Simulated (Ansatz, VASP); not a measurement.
## ScSi2 in VASP and in Ansatz

Contents of INCAR:

```
PREC = Accurate
ENCUT = 520
EDIFF = 1E-6
ISMEAR = 0
SIGMA = 0.1
LREAL = F
LASPH = T
NELM = 100
ALGO = Normal
ISIF = 2
LWAVE = F
LCHARG = F
GGA = PE
NBANDS = 16
```

The input KPOINTS:

```
Automatic mesh
0
Gamma
  4 4 6
```

Contents of POSCAR:

```
ScSi2
1.0
    4.1391191000      0.0000000000      0.0000000000
    0.0000000000      4.1391191000      0.0000000000
    0.0000000000      0.0000000000      3.3076427000
Sc Si
1 2
Direct
    0.0000000000      0.0000000000      0.7706334800
    0.5000000000      0.0000000000      0.7546148500
    0.0000000000      0.5000000000      0.7546148500
```

Input for Ansatz:

```yaml
crystal:
  lattice:
    - [4.1391191, 0.0, 0.0]
    - [0.0, 4.1391191, 0.0]
    - [0.0, 0.0, 3.3076427]
  atoms:
    - { symbol: Sc, position: [0.0, 0.0, 0.77063348] }
    - { symbol: Si, position: [0.5, 0.0, 0.75461485] }
    - { symbol: Si, position: [0.0, 0.5, 0.75461485] }
basis:
  ecutwfc: 420
kpoints:
  mp_grid: { grid: [4, 4, 6] }
hamiltonian:
  xc: pbe
scf:
  occupations: { method: gaussian, width: 0.1 }
  lower_state_search: "off"
output:
  forces: true
  stress: true
  eigenvalues: true
```

Alike in both runs: task single point; functional PBE; k mesh 4 × 4 × 6; occupations gaussian, width 0.1 eV; no spin polarisation.

|  | VASP | Ansatz |
| --- | --- | --- |
| version | VASP 6.6.1 | Ansatz 0.2.0 |
| potentials or method | VASP PAW PBE potentials, release 64 (Sc_sv, Si), cutoff 520 eV | scalar-relativistic, plane waves, PAW |
| valence electrons in the cell | 19 | 19 |

|  | VASP | Ansatz | Ansatz less VASP |
| --- | --- | --- | --- |
| gap on the k mesh at the Fermi level (eV) | none | none | - |
| rms of the force components (eV/Å) | 0.392 | 0.392 | +0.0002 |

Atom by atom the forces differ by 0.000 eV/Å (rms over components). A gap of «none» marks a metal or a gap that the smearing closes.

The k mesh is coarse, so the values compare programs but aren't converged.
